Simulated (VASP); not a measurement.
**TePb (CsCl type): single point with PBE**

TePb (CsCl type):

```
CELL_PARAMETERS angstrom
3.82948 0.00000 0.00000
0.00000 3.82948 0.00000
0.00000 0.00000 3.82948
ATOMIC_POSITIONS crystal
Pb 0.00000 0.00000 0.00000
Te 0.50000 0.50000 0.50000
```

This cell differs from its parent crystal: volume scaled by 0.88.

| Quantity | Value |
| --- | --- |
| Program | VASP 6.6.1 |
| Task | single point |
| Functional | PBE |
| Potentials or basis | VASP PAW PBE potentials, release 64 (Pb_d, Te) |
| Cutoff | 520 eV |
| k mesh | 11 × 11 × 11 |
| Occupations | fermi-dirac, width 0.1 eV |
| Spin | no spin polarisation |
| Dipole correction | no |
| Further INCAR settings | ALGO = Normal; EDIFF = 1e-06; NBANDS = 17 |

```yaml
Pressure: 6.8 GPa
Band_gap_on_the_k_mesh: zero (band 10 reaches 8.22 eV, above the bottom of band 11 at 6.76 eV)
```

Levels at points of the mesh, in eV from the Fermi level:
```csv
k point,band 6,band 7,band 8,band 9,band 10,band 11,band 12,band 13,band 14,band 15
"(0.00, 0.00, 0.00)",-13.03,-6.27,-1.82,-1.82,-1.82,3.88,3.88,6.24,6.24,6.24
```

It took 19 s on 1 thread of AMD EPYC 9R45 96-Core Processor (Zen 5), on a shared host, peak memory 0.16 GiB.

Caveat: spin-orbit coupling is left out, which moves the levels of the heavy elements.
